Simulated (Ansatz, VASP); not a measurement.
# One calculation of SbAsN2, two programs

```
CELL_PARAMETERS angstrom
3.67420 0.00000 0.00000
-1.83710 3.18195 0.00000
0.00000 0.00000 5.76201
ATOMIC_POSITIONS crystal
Sb 0.00000 0.00000 0.00000
As 0.00000 0.00000 0.50000
N 0.33333 0.66667 0.50000
N 0.66667 0.33333 0.50000
```

Alike in both runs: functional PBE; k mesh 12 × 12 × 8; occupations gaussian, width 0.1 eV; no spin polarisation.

Ansatz relaxed the structure, and its values are those at the end. VASP's run is a single point on that final structure, the one shown.

|  | VASP | Ansatz |
| --- | --- | --- |
| version | VASP 6.6.1 | Ansatz 0.2.0 |
| potentials or method | VASP PAW PBE potentials, release 64 (Sb, As, N), cutoff 520 eV | scalar-relativistic, plane waves, PAW |
| valence electrons in the cell | 20 | 40 |

```tsv
	VASP	Ansatz	Ansatz less VASP
gap on the k mesh at the Fermi level (eV)	none	none	-
pressure (GPa)	0.0	0.0	-0.04
```

A gap of «none» marks a metal or a gap that the smearing closes. With one functional, cell and mesh, what is left measures potentials, basis and numerics. VASP's potentials hold 20 valence electrons a cell and Ansatz's 40, so a difference there can come from the potentials and not from the codes.

Neither program's run includes spin-orbit coupling.
